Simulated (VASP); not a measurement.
WS2: single point with revPBE

The system is WS2.

```
W S
1.0
     3.20465    0.00000    0.00000
    -1.60233    2.77531    0.00000
     0.00000    0.00000   27.55239
W S
3 6
Direct
  0.66667 0.33333 0.32638
  0.66667 0.33333 0.99236
  0.00000 0.00000 0.66044
  0.66667 0.33333 0.60339
  0.00000 0.00000 0.26932
  0.00000 0.00000 0.93531
  0.66667 0.33333 0.71749
  0.00000 0.00000 0.38343
  0.00000 0.00000 0.04941
```

```
Program             : VASP 6.6.1
Task                : single point
Functional          : revPBE
Potentials or basis : VASP PAW PBE potentials, release 64 (W_sv, S)
Cutoff              : 520 eV
k mesh              : 7 × 7 × 1
Occupations         : fermi-dirac, width 0.05 eV
Spin                : no spin polarisation
```

```json
{
 "Pressure": "-0.1 GPa",
 "Largest force": "0.006 eV/Å",
 "Band gap on the k mesh": "2.04 eV (least direct gap 2.38 eV)"
}
```

Forces on the atoms (eV/Å):
```
W    0.000  0.000  0.000
W    0.000  0.000  0.000
W    0.000  0.000  0.000
S    0.000  0.000  0.005
S    0.000  0.000  0.005
S    0.000  0.000  0.006
S    0.000  0.000 -0.005
S    0.000  0.000 -0.005
S    0.000  0.000 -0.005
```

Levels at points of the mesh, in eV from the valence-band top:
| k point | band 37 | band 38 | band 39 | band 40 | band 41 | band 42 |
| --- | --- | --- | --- | --- | --- | --- |
| (0.00, 0.00, 0.00) | -0.05 | 0.00 | 0.00 | 2.81 | 2.81 | 2.81 |

Wall time 98 s on 1 thread of Intel(R) Xeon(R) 6975P-C (Granite Rapids), on a shared host, peak memory 0.36 GiB.

Caveat: the PAW data sets were made with another functional, which shifts forces and pressure a little; spin-orbit coupling is left out, which moves the levels of the heavy elements. A k mesh can miss the band edges.
